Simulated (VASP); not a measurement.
# LaZn (R-3m) in VASP: further runs, part 2 of 2

VASP 6.6.1.

### Step 4. Electric field gradients, LDA (equal xy, yz and zx shear strains of -1 %)

File INCAR:

```
SYSTEM = LaZn
PREC = Accurate
ENCUT = 520
EDIFF = 1E-8
ISMEAR = -1
SIGMA = 0.05
LREAL = .False.
LASPH = .True.
NELM = 80
ALGO = Normal
ISIF = 2
LWAVE = .False.
LCHARG = .False.
GGA = CA
LEFG = .True.
NBANDS = 18
```

File KPOINTS:

```
regular mesh
0
Gamma
  9 9 9
  0 0 0
```

File POSCAR:

```
LaZn
1.0
    3.7500000000     -0.0187500000     -0.0187500000
   -0.0187500000      3.7500000000     -0.0187500000
   -0.0187500000     -0.0187500000      3.7500000000
La Zn
1 1
Direct
    0.5000000000      0.5000000000      0.5000000000
    0.0000000000      0.0000000000      0.0000000000
```

Potentials or basis: VASP PAW LDA potentials, release 64 (La, Zn).

Started as:

```console
$ cat potpaw_LDA.64/La/POTCAR potpaw_LDA.64/Zn/POTCAR > POTCAR
$ mpirun -np 1 vasp_std > vasp.out
```

OUTCAR:

```text
SYSTEM = LaZn
   PREC = Accurate
   ENCUT = 520
   EDIFF = 1E-8
   ISMEAR = -1
   LREAL = .False.
   LASPH = .True.
   NELM = 80
   ISIF = 2
   GGA = CA

 ion  position               nearest neighbor table
   1  0.500  0.500  0.500-   2 3.22   2 3.22   2 3.26   2 3.26   2 3.26   2 3.26   2 3.26   2 3.26

   2  0.000  0.000  0.000-   1 3.22   1 3.22   1 3.26   1 3.26   1 3.26   1 3.26   1 3.26   1 3.26

  LATTYP: Found a trigonal (rhomboedric) cell.
 ALAT       =     3.7500937488
 COS(alpha) =    -0.0099745013

  Lattice vectors:

 A1 = (   3.7500000000,  -0.0187500000,  -0.0187500000)
 A2 = (  -0.0187500000,   3.7500000000,  -0.0187500000)
 A3 = (  -0.0187500000,  -0.0187500000,   3.7500000000)

Analysis of symmetry for initial positions (statically):
=====================================================================
 Subroutine PRICEL returns:
 Original cell was already a primitive cell.

 Routine SETGRP: Setting up the symmetry group for a
 trigonal (rhombohedral) supercell.

 Subroutine GETGRP returns: Found 12 space group operations
 (whereof 12 operations were pure point group operations)
 out of a pool of 12 trial point group operations.

The static configuration has the point symmetry D_3d.

Analysis of symmetry for dynamics (positions and initial velocities):
=====================================================================
 Subroutine PRICEL returns:
 Original cell was already a primitive cell.

 Routine SETGRP: Setting up the symmetry group for a
 trigonal (rhombohedral) supercell.

 Subroutine GETGRP returns: Found 12 space group operations
 (whereof 12 operations were pure point group operations)
 out of a pool of 12 trial point group operations.

The dynamic configuration has the point symmetry D_3d.

 Subroutine INISYM returns: Found 12 space group operations
 (whereof 12 operations are pure point group operations),
 and found     1 'primitive' translations

----------------------------------------------------------------------------------------

                                     Primitive cell

  volume of cell :      52.7304

  direct lattice vectors                    reciprocal lattice vectors
     3.750000000 -0.018750000 -0.018750000     0.266680068  0.001340101  0.001340101
    -0.018750000  3.750000000 -0.018750000     0.001340101  0.266680068  0.001340101
    -0.018750000 -0.018750000  3.750000000     0.001340101  0.001340101  0.266680068

  length of vectors
     3.750093749  3.750093749  3.750093749     0.266686802  0.266686802  0.266686802

  position of ions in fractional coordinates (direct lattice)
     0.500000000  0.500000000  0.500000000
     0.000000000  0.000000000  0.000000000

  ion indices of the primitive-cell ions
   primitive index   ion index
                 1           1
                 2           2

----------------------------------------------------------------------------------------

 KPOINTS: regular mesh

[... 72 lines left out ...]
   NFREE  =      0    steps in history (QN), initial steepest desc. (CG)
   ISIF   =      2    stress and relaxation
   ISYM   =      2    0-nonsym 1-usesym 2-fastsym
   POTIM  = 0.5000    time-step for ionic-motion
   TEBEG  =    0.0;   TEEND  =   0.0 temperature during run
   PSTRESS=    0.0 pullay stress
   NELECT =      23.0000    total number of electrons
   NUPDOWN=      -1.0000    fix difference up-down
   EMIN   =  10.00;   EMAX   =-10.00  energy-range for DOS
   EFERMI =   0.00;   METHOD = LEGACY
   ISMEAR =    -1;   SIGMA  =   0.05  broadening in eV -4-tet -1-fermi 0-gaus
   EFERMI_NEDOS =   21; number of points for ismear=-14 and -15
   IALGO  =     38    algorithm
   IMIX   =      4    mixing-type and parameters
     AMIX     =   0.40;   BMIX     =  1.00
     AMIX_MAG =   1.60;   BMIX_MAG =  1.00
  volume/ion in A,a.u.               =      26.37       177.92
  Fermi-wavevector in a.u.,A,eV,Ry     =   1.241549  2.346187 20.972605  1.541443
  Thomas-Fermi vector in A             =   2.375942
   LORBIT       =      0    0 simple, 1 ext, 2 COOP (PROOUT), +10 PAW based schemes
   GGA     = CA    functional components
   LHFCALC =     F    Hartree Fock is set to
   AEXX    =    0.0000 exact exchange contribution
   IVDW    =     0    specifies the selected vdW correction
   LEPSILON=     F    determine dielectric tensor
   LRPA    =     F    only Hartree local field effects (RPA)
 non-spin polarized calculation
  energy-cutoff  :      520.00
  volume of cell :       52.73
 maximum number of plane-waves:      1438
   NGX = 13   NGY = 13   NGZ = 13

 number of electron      23.0000032 magnetization

 Free energy of the ion-electron system (eV)
  ---------------------------------------------------
  ext. energy  EPLUGINS =         0.00000000
  ---------------------------------------------------
  free energy    TOTEN  =        -7.93259586 eV

  energy without entropy =       -7.90906273  energy(sigma->0) =       -7.92082929

 E-fermi :   6.0399     XC(G=0): -10.3747

 val. band max:        6.0350305286   @ k =  -0.2222   0.2222   0.2222
 cond. band min:       6.0503295602   @ k =  -0.2222  -0.4444   0.1111
 fundamental gap:      0.0152990316
 Fermi energy:         6.0399012192

 k-point     1 :       0.0000    0.0000    0.0000
  band No.  band energies     occupation
      1     -26.6551      2.00000
      2     -10.0556      2.00000
      3     -10.0387      2.00000
      4     -10.0387      2.00000
      5      -1.0991      2.00000
      6      -1.0991      2.00000
[... 481 lines left out ...]
      5      -1.0795      2.00000
      6      -1.0455      2.00000
[... 10 lines left out ...]
     17       8.0585      0.00000
     18       8.1141      0.00000

 [... further k-points ...]

------------------------ aborting loop because EDIFF is reached ----------------------------------------

  FORCE on cell =-STRESS in cart. coord.  units (eV):
  Direction    XX          YY          ZZ          XY          YZ          ZX
  --------------------------------------------------------------------------------------
  -------------------------------------------------------------------------------------
  Total       -1.3122837     -1.3122837     -1.3122837      0.1001218      0.1001218      0.1001218
  in kB      -39.8728421    -39.8728421    -39.8728421      3.0421330      3.0421330      3.0421330
  external PRESSURE =     -39.8728421 kB  Pullay stress =       0.0000000 kB

 VOLUME and BASIS-vectors are now :
 -----------------------------------------------------------------------------
  energy-cutoff  :      520.00
  volume of cell :       52.73
      direct lattice vectors                 reciprocal lattice vectors
     3.750000000 -0.018750000 -0.018750000     0.266680068  0.001340101  0.001340101
    -0.018750000  3.750000000 -0.018750000     0.001340101  0.266680068  0.001340101
    -0.018750000 -0.018750000  3.750000000     0.001340101  0.001340101  0.266680068

 POSITION                                       TOTAL-FORCE (eV/Angst)
 -----------------------------------------------------------------------------------
      1.85625      1.85625      1.85625        -0.000000     -0.000000     -0.000000
      0.00000      0.00000      0.00000         0.000000      0.000000      0.000000
 -----------------------------------------------------------------------------------
    total drift:                               -0.000000      0.000000      0.000000

  FREE ENERGIE OF THE ION-ELECTRON SYSTEM (eV)
  ---------------------------------------------------
  free  energy   TOTEN  =        -7.9325958611 eV

  energy  without entropy=       -7.9090627283  energy(sigma->0) =       -7.92082929

 Electric field gradients (V/A^2)
---------------------------------------------------------------------
 ion       V_xx      V_yy      V_zz      V_xy      V_xz      V_yz
---------------------------------------------------------------------
   1      -0.000     0.000    -0.000    -1.032    -1.032    -1.032
   2      -0.000    -0.000     0.000     1.373     1.373     1.373
---------------------------------------------------------------------

 Electric field gradients after diagonalization (V/A^2)
 (convention: |V_zz| > |V_xx| > |V_yy|)
----------------------------------------------------------------------
 ion       V_xx      V_yy      V_zz     asymmetry (V_yy - V_xx)/ V_zz
----------------------------------------------------------------------
   1       1.032     1.032    -2.064       0.000
   2      -1.373    -1.373     2.747       0.000
----------------------------------------------------------------------

           NMR quadrupolar parameters

 Cq : quadrupolar parameter    Cq=e*Q*V_zz/h
 eta: asymmetry parameters     (V_yy - V_xx)/ V_zz
 Q  : nuclear electric quadrupole moment in mb (millibarn)
----------------------------------------------------------------------
 ion       Cq(MHz)       eta       Q (mb)
----------------------------------------------------------------------
   1      -0.005       0.000       1.000
   2       0.007       0.000       1.000
----------------------------------------------------------------------
```

Run time: 98 s. Hardware: 1 thread of Oxide Virtual Turin-like, shared host; peak memory 0.19 GiB.

What came out:

| Quantity | Value |
| --- | --- |
| Free energy | -7.9326 eV |
| Pressure | -4.0 GPa |

Electric field gradients, principal values (V/Å²):
```tsv
atom	least	middle	greatest (by size)
1 La	1.032	1.032	-2.064
2 Zn	-1.373	-1.373	2.747
```

Caveat: the cell differs from its parent crystal (equal xy, yz and zx shear strains of -1 %); without QUAD_EFG the Cq values of the log hold for a quadrupole moment of 1 mb, not for the nuclei; spin-orbit coupling is left out, which moves the levels of the heavy elements.
